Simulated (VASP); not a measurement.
# HfTl2PbS4 (C2/c) in VASP: single point with PBE

Aim: the single point of HfTl2PbS4 with PBE.

All numbers are computed with VASP 6.6.1; they aren't measurements. Logs are shortened: lines on timing, memory, paths and dates and some standing lists are left out, and cuts for length are marked.

**1. The cell of the first run**

Symmetry: C2/c, No. 15, monoclinic system. The conventional cell has a = 15.667 Å, b = 8.331 Å, c = 6.796 Å, α = 90.00°, β = 109.26°, γ = 90.00°. Within 4.0 Å of Tl (site symmetry 1) lie 6 S at 3.07 to 3.37 Å and 3 Tl at 3.76 to 3.99 Å. Within 3.9 Å of Pb (site symmetry 2) lie 6 S at 2.96 to 3.00 Å. Hf (site symmetry 2) has 6 S at 2.56 to 2.64 Å within 3.4 Å. Within 3.4 Å of S (site symmetry 1) lie 2 Hf at 2.60 to 2.64 Å and 1 Pb at 2.96 Å and 3 Tl at 3.14 to 3.31 Å. S (site symmetry 1) has 1 Hf at 2.56 Å and 2 Pb at 2.97 to 3.00 Å and 3 Tl at 3.07 to 3.37 Å within 3.4 Å.

**2. Single point, PBE**

INCAR reads:

```
SYSTEM = HfTl2PbS4
ALGO = Normal ; EDIFF = 1E-6
ENCUT = 520 ; GGA = PE
ISIF = 2 ; ISMEAR = -1
LASPH = .TRUE. ; LCHARG = .FALSE.
LREAL = Auto ; LWAVE = .FALSE.
NBANDS = 88 ; NELM = 100
PREC = Accurate ; SIGMA = 0.1
```

KPOINTS reads:

```
k-points
0
G
  4 4 4
  0 0 0
```

POSCAR reads:

```
HfTl2PbS4
1.0
    0.0000000000      8.3306510000      0.0000000000
    7.8336280000     -4.1653260000      0.0000000000
    2.2422830000      0.0000000000     -6.4155180000
Tl Pb Hf S
4 2 2 8
Direct
    0.6237100000      0.4984600000      0.7694700000
    0.1252500000      0.5015400000      0.7305300000
    0.3762900000      0.5015400000      0.2305300000
    0.8747500000      0.4984600000      0.2694700000
    0.6232100000      1.0000000000      0.7500000000
    0.3767900000      1.0000000000      0.2500000000
    0.1208900000      1.0000000000      0.7500000000
    0.8791100000      1.0000000000      0.2500000000
    0.1977000000      0.1916000000      0.9972000000
    0.0061000000      0.8084000000      0.5028000000
    0.8023000000      0.8084000000      0.0028000000
    0.9939000000      0.1916000000      0.4972000000
    0.4434000000      0.2138000000      0.5362000000
    0.2296000000      0.7862000000      0.9638000000
    0.5566000000      0.7862000000      0.4638000000
    0.7704000000      0.2138000000      0.0362000000
```

Potentials or basis: VASP PAW PBE potentials, release 64 (Tl_d, Pb_d, Hf_pv, S).

On the command line:

```console
> cat potpaw_PBE.64/Tl_d/POTCAR potpaw_PBE.64/Pb_d/POTCAR potpaw_PBE.64/Hf_pv/POTCAR potpaw_PBE.64/S/POTCAR > POTCAR
> mpirun -np 1 vasp_std > vasp.out
```

OUTCAR:

```text
SYSTEM = HfTl2PbS4
   EDIFF = 1E-6
   ENCUT = 520
   GGA = PE
   ISIF = 2
   ISMEAR = -1
   LASPH = .TRUE.
   LREAL = Auto
   NELM = 100
   PREC = Accurate

 ion  position               nearest neighbor table
   1  0.624  0.498  0.769-  15 3.07  10 3.14  13 3.15   9 3.30  11 3.31  16 3.37   3 3.76   4 3.99
                             4 3.99
   2  0.125  0.502  0.731-  16 3.07   9 3.14  14 3.15  10 3.30  12 3.31  15 3.37   4 3.76   3 3.99
                             3 3.99
   3  0.376  0.502  0.231-  13 3.07  12 3.14  15 3.15  11 3.30   9 3.31  14 3.37   1 3.76   2 3.99
                             2 3.99
   4  0.875  0.498  0.269-  14 3.07  11 3.14  16 3.15  12 3.30  10 3.31  13 3.37   2 3.76   1 3.99
                             1 3.99
   5  0.623  0.000  0.750-  12 2.96  11 2.96  16 2.97  15 2.97  14 3.00  13 3.00   6 3.97   6 3.97

   6  0.377  0.000  0.250-  10 2.96   9 2.96  14 2.97  13 2.97  16 3.00  15 3.00   5 3.97   5 3.97

   7  0.121  0.000  0.750-  13 2.56  14 2.56  10 2.60   9 2.60  11 2.64  12 2.64
   8  0.879  0.000  0.250-  15 2.56  16 2.56  12 2.60  11 2.60   9 2.64  10 2.64
   9  0.198  0.192  0.997-   7 2.60   8 2.64   6 2.96   2 3.14   1 3.30   3 3.31
  10  0.006  0.808  0.503-   7 2.60   8 2.64   6 2.96   1 3.14   2 3.30   4 3.31
  11  0.802  0.808  0.003-   8 2.60   7 2.64   5 2.96   4 3.14   3 3.30   1 3.31
  12  0.994  0.192  0.497-   8 2.60   7 2.64   5 2.96   3 3.14   4 3.30   2 3.31
  13  0.443  0.214  0.536-   7 2.56   6 2.97   5 3.00   3 3.07   1 3.15   4 3.37
  14  0.230  0.786  0.964-   7 2.56   6 2.97   5 3.00   4 3.07   2 3.15   3 3.37
  15  0.557  0.786  0.464-   8 2.56   5 2.97   6 3.00   1 3.07   3 3.15   2 3.37
  16  0.770  0.214  0.036-   8 2.56   5 2.97   6 3.00   2 3.07   4 3.15   1 3.37

  LATTYP: Found a base centered monoclinic cell.
 ALAT       =    15.6672560000
 B/A-ratio  =     0.5317236790
 C/A-ratio  =     0.4337760273
 COS(beta)  =    -0.3299376962

  Lattice vectors:

 A1 = (  -7.8336280000,  -4.1653250000,   0.0000000000)
 A2 = (  -7.8336280000,   4.1653260000,   0.0000000000)
 A3 = (   2.2422830000,   0.0000000000,  -6.4155180000)

Analysis of symmetry for initial positions (statically):
=====================================================================
 Subroutine PRICEL returns:
 Original cell was already a primitive cell.

 Routine SETGRP: Setting up the symmetry group for a
 base centered monoclinic supercell.

 Subroutine GETGRP returns: Found  4 space group operations
 (whereof  2 operations were pure point group operations)
 out of a pool of  4 trial point group operations.

The static configuration has the point symmetry S_2 .
 The point group associated with its full space group is C_2h.

Analysis of symmetry for dynamics (positions and initial velocities):
=====================================================================
 Subroutine PRICEL returns:
 Original cell was already a primitive cell.

 Routine SETGRP: Setting up the symmetry group for a
 base centered monoclinic supercell.

 Subroutine GETGRP returns: Found  4 space group operations
 (whereof  2 operations were pure point group operations)
 out of a pool of  4 trial point group operations.

The dynamic configuration has the point symmetry S_2 .
 The point group associated with its full space group is C_2h.

 Subroutine INISYM returns: Found  4 space group operations
 (whereof  2 operations are pure point group operations),
 and found     1 'primitive' translations

----------------------------------------------------------------------------------------

                                     Primitive cell

  volume of cell :     418.6717

  direct lattice vectors                    reciprocal lattice vectors
     0.000000000  8.330651000  0.000000000     0.063827394  0.120038638  0.022308266
     7.833628000 -4.165326000  0.000000000     0.127654772  0.000000000  0.044616526
     2.242283000  0.000000000 -6.415518000     0.000000000  0.000000000 -0.155872059

  length of vectors
     8.330651000  8.872185093  6.796080066     0.137771077  0.135227125  0.155872059

  position of ions in fractional coordinates (direct lattice)
     0.623710000  0.498460000  0.769470000
     0.125250000  0.501540000  0.730530000
     0.376290000  0.501540000  0.230530000
     0.874750000  0.498460000  0.269470000
     0.623210000  1.000000000  0.750000000
     0.376790000  1.000000000  0.250000000
[... 8 lines left out ...]
     0.556600000  0.786200000  0.463800000
     0.770400000  0.213800000  0.036200000

  ion indices of the primitive-cell ions
   primitive index   ion index
                 1           1
                 2           2
                 3           3
                 4           4
                 5           5
                 6           6
[... 8 lines left out ...]
                15          15
                16          16

----------------------------------------------------------------------------------------

 KPOINTS: k-points

Automatic generation of k-mesh.
 Grid dimensions read from file:
 generate k-points for:    4    4    4

 Generating k-lattice:

  Cartesian coordinates                     Fractional coordinates (reciprocal lattice)
     0.015956848  0.030009660  0.005577066     0.250000000 -0.000000000 -0.000000000
     0.031913693  0.000000000  0.011154132     0.000000000  0.250000000 -0.000000000
     0.000000000  0.000000000 -0.038968015     0.000000000  0.000000000  0.250000000

  Length of vectors
     0.034442769  0.033806781  0.038968015

  Shift w.r.t. Gamma in fractional coordinates (k-lattice)
     0.000000000  0.000000000  0.000000000

 Subroutine IBZKPT returns following result:
 ===========================================

 Found     24 irreducible k-points:

 Following reciprocal coordinates:
            Coordinates               Weight
  0.000000  0.000000  0.000000      1.000000
  0.250000  0.000000  0.000000      4.000000
  0.500000  0.000000  0.000000      2.000000
  0.000000  0.250000  0.000000      2.000000
  0.250000  0.250000  0.000000      4.000000
  0.500000  0.250000  0.000000      2.000000
[... 16 lines left out ...]
  0.500000  0.250000  0.500000      2.000000
  0.000000  0.500000  0.500000      1.000000
   k-points           NKPTS =     24   k-points in BZ     NKDIM =     24   number of bands    NBANDS=     88
   number of dos      NEDOS =    301   number of ions     NIONS =     16
   total plane-waves  NPLWV = 241920
   dimension x,y,z NGX =    64 NGY =   70 NGZ =   54
   dimension x,y,z NGXF=   128 NGYF=  140 NGZF=  108
   ions per type =               4   2   2   8
   NGX,Y,Z   is equivalent  to a cutoff of  12.77, 13.12, 13.21 a.u.
   NGXF,Y,Z  is equivalent  to a cutoff of  25.54, 26.23, 26.42 a.u.
 SYSTEM =  HfTl2PbS4
   PREC   = accura    normal or accurate (medium, high low for compatibility)
   ISTART =      0    job   : 0-new  1-cont  2-samecut
   ICHARG =      2    charge: 1-file 2-atom 10-const
   ISPIN  =      1    spin polarized calculation?
   LNONCOLLINEAR =      F non collinear calculations
   LSORBIT =      F    spin-orbit coupling
   LASPH  =      T    aspherical Exc in radial PAW
   ENCUT  =  520.0 eV  38.22 Ry    6.18 a.u.  15.49 16.50 12.64*2*pi/ulx,y,z
   NELM   =    100;   NELMIN=  2; NELMDL= -5     # of ELM steps
   EDIFF  = 0.1E-05   stopping-criterion for ELM
   LREAL  =      T    real-space projection
   EDIFFG = 0.1E-04   stopping-criterion for IOM
   NSW    =      0    number of steps for IOM
[... 5 lines left out ...]
   TEBEG  =    0.0;   TEEND  =   0.0 temperature during run
   PSTRESS=    0.0 pullay stress
   NELECT =     148.0000    total number of electrons
   NUPDOWN=      -1.0000    fix difference up-down
   EMIN   =  10.00;   EMAX   =-10.00  energy-range for DOS
   EFERMI =   0.00;   METHOD = LEGACY
   ISMEAR =    -1;   SIGMA  =   0.10  broadening in eV -4-tet -1-fermi 0-gaus
   EFERMI_NEDOS =   21; number of points for ismear=-14 and -15
   IALGO  =     38    algorithm
   IMIX   =      4    mixing-type and parameters
     AMIX     =   0.40;   BMIX     =  1.00
     AMIX_MAG =   1.60;   BMIX_MAG =  1.00
  volume/ion in A,a.u.               =      26.17       176.58
  Fermi-wavevector in a.u.,A,eV,Ry     =   1.157544  2.187441 18.230559  1.339908
  Thomas-Fermi vector in A             =   2.294154
   LORBIT       =      0    0 simple, 1 ext, 2 COOP (PROOUT), +10 PAW based schemes
   GGA     = PE    functional components
   LHFCALC =     F    Hartree Fock is set to
   AEXX    =    0.0000 exact exchange contribution
   IVDW    =     0    specifies the selected vdW correction
   LEPSILON=     F    determine dielectric tensor
   LRPA    =     F    only Hartree local field effects (RPA)
 non-spin polarized calculation
  energy-cutoff  :      520.00
  volume of cell :      418.67
 maximum number of plane-waves:     11307
 NGX is ok and might be reduce to    64
   NGX = 31   NGY = 33   NGZ = 25

 number of electron     148.0000008 magnetization

 Free energy of the ion-electron system (eV)
  ---------------------------------------------------
  ext. energy  EPLUGINS =         0.00000000
  ---------------------------------------------------
  free energy    TOTEN  =       -83.24463370 eV

  energy without entropy =      -83.24399509  energy(sigma->0) =      -83.24431440

 E-fermi :   4.9628     XC(G=0):  -9.4883

 val. band max:        4.4887012858   @ k =   0.0000   0.5000   0.0000
 cond. band min:       5.3985594764   @ k =   0.0000   0.0000   0.0000
 fundamental gap:      0.9098581906
 Fermi energy:         4.9627831899

 k-point     1 :       0.0000    0.0000    0.0000
  band No.  band energies     occupation
      1     -26.8000      2.00000
      2     -26.7770      2.00000
      3     -26.7684      2.00000
      4     -26.7620      2.00000
      5     -26.7583      2.00000
      6     -26.7534      2.00000
[... 78 lines left out ...]
     85       7.4661      0.00000
     86       7.6815      0.00000

 k-point     2 :       0.2500    0.0000    0.0000
  band No.  band energies     occupation
      1     -26.8000      2.00000
      2     -26.7770      2.00000
      3     -26.7684      2.00000
      4     -26.7620      2.00000
      5     -26.7583      2.00000
      6     -26.7534      2.00000
[... 1953 lines left out ...]
      2     -26.7896      2.00000
      3     -26.7656      2.00000
      4     -26.7656      2.00000
      5     -26.7544      2.00000
      6     -26.7544      2.00000
[... 78 lines left out ...]
     85       7.3947      0.00000
     86       7.3947      0.00000
 [bands above 86 left out]

------------------------ aborting loop because EDIFF is reached ----------------------------------------

  FORCE on cell =-STRESS in cart. coord.  units (eV):
  Direction    XX          YY          ZZ          XY          YZ          ZX
  --------------------------------------------------------------------------------------
  -------------------------------------------------------------------------------------
  Total       -1.4944072     -1.4045452     -0.6184795      0.0000001      0.0000000     -0.0912541
  in kB       -5.7188133     -5.3749284     -2.3668040      0.0000004      0.0000001     -0.3492121
  external PRESSURE =      -4.4868485 kB  Pullay stress =       0.0000000 kB

 VOLUME and BASIS-vectors are now :
 -----------------------------------------------------------------------------
  energy-cutoff  :      520.00
  volume of cell :      418.67
      direct lattice vectors                 reciprocal lattice vectors
     0.000000000  8.330651000  0.000000000     0.063827394  0.120038638  0.022308266
     7.833628000 -4.165326000  0.000000000     0.127654772  0.000000000  0.044616526
     2.242283000  0.000000000 -6.415518000     0.000000000  0.000000000 -0.155872059

 POSITION                                       TOTAL-FORCE (eV/Angst)
 -----------------------------------------------------------------------------------
      5.63012      3.11966     -4.93655         0.000810     -0.013548      0.045726
      5.56693     -1.04566     -4.68673        -0.000810     -0.013548     -0.045726
      4.44579      1.04566     -1.47897        -0.000810      0.013548     -0.045726
      4.50898      5.21099     -1.72879         0.000810      0.013548      0.045726
      1.68171      5.19175     -4.81164         0.000000      0.012990     -0.000000
      0.56057      3.13891     -1.60388         0.000000     -0.012990     -0.000000
[... 8 lines left out ...]
      7.19877      1.36206     -2.97552         0.159979      0.131000      0.137607
      1.75600      5.52739     -0.23224        -0.159979      0.131000     -0.137607
 -----------------------------------------------------------------------------------
    total drift:                                0.000000     -0.000000     -0.000000

  FREE ENERGIE OF THE ION-ELECTRON SYSTEM (eV)
  ---------------------------------------------------
  free  energy   TOTEN  =       -83.2446337005 eV

  energy  without entropy=      -83.2439950912  energy(sigma->0) =      -83.24431440
```

Wall time 31 min (1 thread of Intel Xeon Platinum 8259CL at 2.50GHz (Skylake/Cascade Lake), shared host); peak memory 0.88 GiB.

What came out:

```
Free energy            : -83.2446 eV
Pressure               : -0.4 GPa
Largest force          : 0.248 eV/Å
Band gap on the k mesh : 0.91 eV, indirect (least direct gap 1.82 eV)
```

Forces in eV/Å, atoms in the order of the input:
```
Tl   0.001 -0.014  0.046
Tl  -0.001 -0.014 -0.046
Tl  -0.001  0.014 -0.046
Tl   0.001  0.014  0.046
Pb   0.000  0.013  0.000
Pb   0.000 -0.013  0.000
Hf   0.000  0.104  0.000
Hf   0.000 -0.104  0.000
S   -0.225 -0.078  0.019
S    0.225 -0.078 -0.019
S    0.225  0.078 -0.019
S   -0.225  0.078  0.019
S   -0.160 -0.131 -0.138
S    0.160 -0.131  0.138
S    0.160  0.131  0.138
S   -0.160  0.131 -0.138
```

Levels at points of the mesh, in eV from the valence-band top:
```tsv
k point	band 71	band 72	band 73	band 74	band 75	band 76	band 77	band 78
(0.00, 0.00, 0.00)	-1.28	-1.11	-1.08	-0.91	0.91	1.82	1.92	1.94
(0.50, 0.00, 0.00)	-1.07	-0.73	-0.67	-0.26	1.77	1.85	1.90	2.16
(0.00, 0.50, 0.00)	-1.11	-1.03	-0.86	0.00	1.89	1.95	2.11	2.31
(0.00, 0.00, 0.50)	-0.94	-0.94	-0.83	-0.83	1.29	1.29	2.00	2.00
(0.50, 0.00, 0.50)	-1.20	-0.94	-0.65	-0.48	1.77	1.99	2.02	2.16
(0.00, 0.50, 0.50)	-1.17	-1.17	-0.98	-0.98	1.64	1.64	1.92	1.92
```

Caveat: spin-orbit coupling is left out, which moves the levels of the heavy elements.
